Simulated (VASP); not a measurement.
# SiO2 in VASP: a series of runs

SiO2 is run at these levels: PBE; tasks: single point, relaxation of cell and atoms.

All numbers are computed with VASP 6.6.1; they aren't measurements. Logs are shortened: lines on timing, memory, paths and dates and some standing lists are left out, and cuts for length are marked.

**1. The cell of the first run**

Symmetry: Fd-3m, No. 227, cubic system. Conventional cell: a = 7.460 Å, b = 7.460 Å, c = 7.460 Å, α = 90.00°, β = 90.00°, γ = 90.00°. Within 2.1 Å of Si (site symmetry -43m) lie 4 O at 1.62 Å. O (site symmetry -3m) has 2 Si at 1.62 Å within 2.1 Å.

**2. Single point, PBE**

File INCAR:

```
PREC     = Accurate       # precision mode
ENCUT    = 520            # plane-wave cutoff, eV
EDIFF    = 1E-6           # SCF threshold, eV
ISMEAR   = 0              # smearing method
SIGMA    = 0.02           # smearing width, eV
LREAL    = F              # projectors in reciprocal space
LASPH    = T              # aspherical terms in the spheres
NELM     = 80             # most SCF steps
ALGO     = Normal         # electronic algorithm
ISIF     = 2              # what is computed and relaxed
LWAVE    = F              # write WAVECAR
LCHARG   = F              # write CHGCAR
GGA      = PE             # functional
NBANDS   = 25             # bands
```

File KPOINTS:

```
Automatic mesh
0
Gamma
  6 6 6
```

File POSCAR:

```
SiO2
1.0
    0.0000000000      3.7300469099      3.7300469099
    3.7300469099      0.0000000000      3.7300469099
    3.7300469099      3.7300469099      0.0000000000
Si O
2 4
Direct
    0.2500000000      0.2500000000      0.2500000000
    0.0000000000      0.0000000000      0.0000000000
    0.6250000000      0.1250000000      0.1250000000
    0.1250000000      0.1250000000      0.1250000000
    0.1250000000      0.1250000000      0.6250000000
    0.1250000000      0.6250000000      0.1250000000
```

Potentials or basis: VASP PAW PBE potentials, release 64 (Si, O).

The run is started by

```
$ cat potpaw_PBE.64/Si/POTCAR potpaw_PBE.64/O/POTCAR > POTCAR
$ mpirun -np 1 vasp_std > vasp.out
```

OUTCAR:

```text
PREC = Accurate
   ENCUT = 520
   EDIFF = 1E-6
   ISMEAR = 0
   LREAL = F
   LASPH = T
   NELM = 80
   ISIF = 2
   GGA = PE

 ion  position               nearest neighbor table
   1  0.250  0.250  0.250-   3 1.62   5 1.62   6 1.62   4 1.62
   2  0.000  0.000  0.000-   3 1.62   5 1.62   6 1.62   4 1.62
   3  0.625  0.125  0.125-   1 1.62   2 1.62
   4  0.125  0.125  0.125-   1 1.62   2 1.62
   5  0.125  0.125  0.625-   1 1.62   2 1.62
   6  0.125  0.625  0.125-   1 1.62   2 1.62

  LATTYP: Found a face centered cubic cell.
 ALAT       =     7.4600938198

  Lattice vectors:

 A1 = (   0.0000000000,   3.7300469099,   3.7300469099)
 A2 = (   3.7300469099,   0.0000000000,   3.7300469099)
 A3 = (   3.7300469099,   3.7300469099,   0.0000000000)

Analysis of symmetry for initial positions (statically):
=====================================================================
 Subroutine PRICEL returns:
 Original cell was already a primitive cell.

 Routine SETGRP: Setting up the symmetry group for a
 face centered cubic supercell.

 Subroutine GETGRP returns: Found 48 space group operations
 (whereof 24 operations were pure point group operations)
 out of a pool of 48 trial point group operations.

The static configuration has the point symmetry T_d .
 The point group associated with its full space group is O_h .

Analysis of symmetry for dynamics (positions and initial velocities):
=====================================================================
 Subroutine PRICEL returns:
 Original cell was already a primitive cell.

 Routine SETGRP: Setting up the symmetry group for a
 face centered cubic supercell.

 Subroutine GETGRP returns: Found 48 space group operations
 (whereof 24 operations were pure point group operations)
 out of a pool of 48 trial point group operations.

The dynamic configuration has the point symmetry T_d .
 The point group associated with its full space group is O_h .

 Subroutine INISYM returns: Found 48 space group operations
 (whereof 24 operations are pure point group operations),
 and found     1 'primitive' translations

----------------------------------------------------------------------------------------

                                     Primitive cell

  volume of cell :     103.7941

  direct lattice vectors                    reciprocal lattice vectors
     0.000000000  3.730046910  3.730046910    -0.134046572  0.134046572  0.134046572
     3.730046910  0.000000000  3.730046910     0.134046572 -0.134046572  0.134046572
     3.730046910  3.730046910  0.000000000     0.134046572  0.134046572 -0.134046572

  length of vectors
     5.275082928  5.275082928  5.275082928     0.232175473  0.232175473  0.232175473

  position of ions in fractional coordinates (direct lattice)
     0.250000000  0.250000000  0.250000000
     0.000000000  0.000000000  0.000000000
     0.625000000  0.125000000  0.125000000
     0.125000000  0.125000000  0.125000000
     0.125000000  0.125000000  0.625000000
     0.125000000  0.625000000  0.125000000

  ion indices of the primitive-cell ions
   primitive index   ion index
                 1           1
                 2           2
                 3           3
                 4           4
                 5           5
                 6           6

----------------------------------------------------------------------------------------

 KPOINTS: Automatic mesh

Automatic generation of k-mesh.
 Grid dimensions read from file:
 generate k-points for:    6    6    6

 Generating k-lattice:

  Cartesian coordinates                     Fractional coordinates (reciprocal lattice)
    -0.022341095  0.022341095  0.022341095     0.166666667  0.000000000  0.000000000
     0.022341095 -0.022341095  0.022341095     0.000000000  0.166666667  0.000000000
     0.022341095  0.022341095 -0.022341095     0.000000000  0.000000000  0.166666667

  Length of vectors
     0.038695912  0.038695912  0.038695912

  Shift w.r.t. Gamma in fractional coordinates (k-lattice)
     0.000000000  0.000000000  0.000000000

 Subroutine IBZKPT returns following result:
 ===========================================

 Found     16 irreducible k-points:

 Following reciprocal coordinates:
            Coordinates               Weight
  0.000000  0.000000  0.000000      1.000000
  0.166667  0.000000  0.000000      8.000000
  0.333333  0.000000  0.000000      8.000000
  0.500000  0.000000  0.000000      4.000000
  0.166667  0.166667  0.000000      6.000000
  0.333333  0.166667  0.000000     24.000000
[... 8 lines left out ...]
 -0.333333  0.333333  0.166667     24.000000
 -0.333333  0.500000  0.166667     12.000000
   k-points           NKPTS =     16   k-points in BZ     NKDIM =     16   number of bands    NBANDS=     25
   number of dos      NEDOS =    301   number of ions     NIONS =      6
   total plane-waves  NPLWV =  64000
   dimension x,y,z NGX =    40 NGY =   40 NGZ =   40
   dimension x,y,z NGXF=    80 NGYF=   80 NGZF=   80
   ions per type =               2   4
   NGX,Y,Z   is equivalent  to a cutoff of  12.61, 12.61, 12.61 a.u.
   NGXF,Y,Z  is equivalent  to a cutoff of  25.21, 25.21, 25.21 a.u.
 SYSTEM =  unknown system
   PREC   = accura    normal or accurate (medium, high low for compatibility)
   ISTART =      0    job   : 0-new  1-cont  2-samecut
   ICHARG =      2    charge: 1-file 2-atom 10-const
   ISPIN  =      1    spin polarized calculation?
   LNONCOLLINEAR =      F non collinear calculations
   LSORBIT =      F    spin-orbit coupling
   LASPH  =      T    aspherical Exc in radial PAW
   ENCUT  =  520.0 eV  38.22 Ry    6.18 a.u.   9.81  9.81  9.81*2*pi/ulx,y,z
   NELM   =     80;   NELMIN=  2; NELMDL= -5     # of ELM steps
   EDIFF  = 0.1E-05   stopping-criterion for ELM
   LREAL  =      F    real-space projection
   EDIFFG = 0.1E-04   stopping-criterion for IOM
   NSW    =      0    number of steps for IOM
   IBRION =     -1    ionic relax: 0-MD 1-quasi-New 2-CG
   NFREE  =      0    steps in history (QN), initial steepest desc. (CG)
   ISIF   =      2    stress and relaxation
   ISYM   =      2    0-nonsym 1-usesym 2-fastsym
   POTIM  = 0.5000    time-step for ionic-motion
   TEBEG  =    0.0;   TEEND  =   0.0 temperature during run
   PSTRESS=    0.0 pullay stress
   NELECT =      32.0000    total number of electrons
   NUPDOWN=      -1.0000    fix difference up-down
   EMIN   =  10.00;   EMAX   =-10.00  energy-range for DOS
   EFERMI =   0.00;   METHOD = LEGACY
   ISMEAR =     0;   SIGMA  =   0.02  broadening in eV -4-tet -1-fermi 0-gaus
   EFERMI_NEDOS =   21; number of points for ismear=-14 and -15
   IALGO  =     38    algorithm
   IMIX   =      4    mixing-type and parameters
     AMIX     =   0.40;   BMIX     =  1.00
     AMIX_MAG =   1.60;   BMIX_MAG =  1.00
  volume/ion in A,a.u.               =      17.30       116.74
  Fermi-wavevector in a.u.,A,eV,Ry     =   1.105946  2.089935 16.641507  1.223116
  Thomas-Fermi vector in A             =   2.242440
   LORBIT       =      0    0 simple, 1 ext, 2 COOP (PROOUT), +10 PAW based schemes
   GGA     = PE    functional components
   LHFCALC =     F    Hartree Fock is set to
   AEXX    =    0.0000 exact exchange contribution
   IVDW    =     0    specifies the selected vdW correction
   LEPSILON=     F    determine dielectric tensor
   LRPA    =     F    only Hartree local field effects (RPA)
 non-spin polarized calculation
 Gauss-broadening in eV      SIGMA  =   0.02
  energy-cutoff  :      520.00
  volume of cell :      103.79
 maximum number of plane-waves:      2812
   NGX = 19   NGY = 19   NGZ = 19

 number of electron      32.0000007 magnetization

 Free energy of the ion-electron system (eV)
  ---------------------------------------------------
  ext. energy  EPLUGINS =         0.00000000
  ---------------------------------------------------
  free energy    TOTEN  =       -47.41932879 eV

  energy without entropy =      -47.41932879  energy(sigma->0) =      -47.41932879

 E-fermi :  -0.8246     XC(G=0):  -7.4140

 val. band max:       -0.9850199494   @ k =   0.5000   0.0000   0.0000
 cond. band min:       4.3857610965   @ k =   0.0000   0.0000   0.0000
 fundamental gap:      5.3707810459
 Fermi energy:        -0.8245983612

 k-point     1 :       0.0000    0.0000    0.0000
  band No.  band energies     occupation
      1     -20.3234      2.00000
      2     -18.3470      2.00000
      3     -18.3470      2.00000
      4     -18.3470      2.00000
      5     -11.0274      2.00000
      6      -6.8995      2.00000
[... 17 lines left out ...]
     24      10.9712      0.00000
     25      11.7760      0.00000

 k-point     2 :       0.1667    0.0000    0.0000
  band No.  band energies     occupation
      1     -20.2490      2.00000
      2     -18.4859      2.00000
      3     -18.3496      2.00000
      4     -18.3496      2.00000
      5     -10.7897      2.00000
      6      -7.0140      2.00000
[... 17 lines left out ...]
     24      11.0505      0.00000
     25      12.3072      0.00000

 k-point     3 :       0.3333    0.0000    0.0000
  band No.  band energies     occupation
      1     -20.0605      2.00000
      2     -18.7959      2.00000
      3     -18.3544      2.00000
      4     -18.3544      2.00000
      5     -10.2454      2.00000
      6      -7.3233      2.00000
[... 328 lines left out ...]
 k-point    15 :      -0.3333    0.3333    0.1667
  band No.  band energies     occupation
      1     -19.7142      2.00000
      2     -19.2441      2.00000
      3     -18.3680      2.00000
      4     -18.3631      2.00000
      5      -9.3363      2.00000
      6      -8.2155      2.00000
[... 17 lines left out ...]
     24      11.0572      0.00000
     25      11.4406      0.00000

 k-point    16 :      -0.3333    0.5000    0.1667
  band No.  band energies     occupation
      1     -19.4872      2.00000
      2     -19.4872      2.00000
      3     -18.3676      2.00000
      4     -18.3676      2.00000
      5      -8.7822      2.00000
      6      -8.7822      2.00000
[... 17 lines left out ...]
     24      11.0201      0.00000
     25      11.5690      0.00000

------------------------ aborting loop because EDIFF is reached ----------------------------------------

  FORCE on cell =-STRESS in cart. coord.  units (eV):
  Direction    XX          YY          ZZ          XY          YZ          ZX
  --------------------------------------------------------------------------------------
  -------------------------------------------------------------------------------------
  Total        0.0388289      0.0388289      0.0388289     -0.0000000     -0.0000000     -0.0000000
  in kB        0.5993664      0.5993664      0.5993664     -0.0000000     -0.0000000     -0.0000000
  external PRESSURE =       0.5993664 kB  Pullay stress =       0.0000000 kB

 VOLUME and BASIS-vectors are now :
 -----------------------------------------------------------------------------
  energy-cutoff  :      520.00
  volume of cell :      103.79
      direct lattice vectors                 reciprocal lattice vectors
     0.000000000  3.730046910  3.730046910    -0.134046572  0.134046572  0.134046572
     3.730046910  0.000000000  3.730046910     0.134046572 -0.134046572  0.134046572
     3.730046910  3.730046910  0.000000000     0.134046572  0.134046572 -0.134046572

 POSITION                                       TOTAL-FORCE (eV/Angst)
 -----------------------------------------------------------------------------------
      1.86502      1.86502      1.86502        -0.000000      0.000000      0.000000
      0.00000      0.00000      0.00000         0.000000     -0.000000     -0.000000
      0.93251      2.79754      2.79754        -0.000000     -0.000000      0.000000
      0.93251      0.93251      0.93251        -0.000000     -0.000000      0.000000
      2.79754      2.79754      0.93251        -0.000000     -0.000000      0.000000
      2.79754      0.93251      2.79754        -0.000000     -0.000000      0.000000
 -----------------------------------------------------------------------------------
    total drift:                                0.000000      0.000000      0.000000

  FREE ENERGIE OF THE ION-ELECTRON SYSTEM (eV)
  ---------------------------------------------------
  free  energy   TOTEN  =       -47.4193287878 eV

  energy  without entropy=      -47.4193287878  energy(sigma->0) =      -47.41932879
```

Run time: 58 s. Hardware: 1 thread of AMD EPYC 7R43 (Zen 3), shared host; peak memory 0.2 GiB.

Results:

```
Free energy            : -47.4193 eV
Pressure               : 0.1 GPa
Band gap on the k mesh : 5.37 eV, indirect (least direct gap 5.38 eV)
```

Levels at points of the mesh, in eV from the valence-band top:
| k point | band 12 | band 13 | band 14 | band 15 | band 16 | band 17 | band 18 | band 19 | band 20 | band 21 |
| --- | --- | --- | --- | --- | --- | --- | --- | --- | --- | --- |
| (0.00, 0.00, 0.00) | -2.02 | -2.02 | -0.01 | -0.01 | -0.01 | 5.37 | 8.53 | 8.62 | 8.62 | 8.62 |
| (0.50, 0.00, 0.00) | -1.94 | -1.94 | -0.97 | -0.97 | 0.00 | 7.46 | 8.07 | 8.53 | 10.18 | 10.18 |
| (0.50, 0.50, 0.00) | -2.42 | -1.39 | -1.39 | -0.65 | -0.65 | 8.23 | 8.23 | 10.30 | 10.30 | 11.00 |

A k mesh can miss the band edges. As with any semilocal functional, this PBE gap is likely too small.

(Part 1 of 2 ends here.)
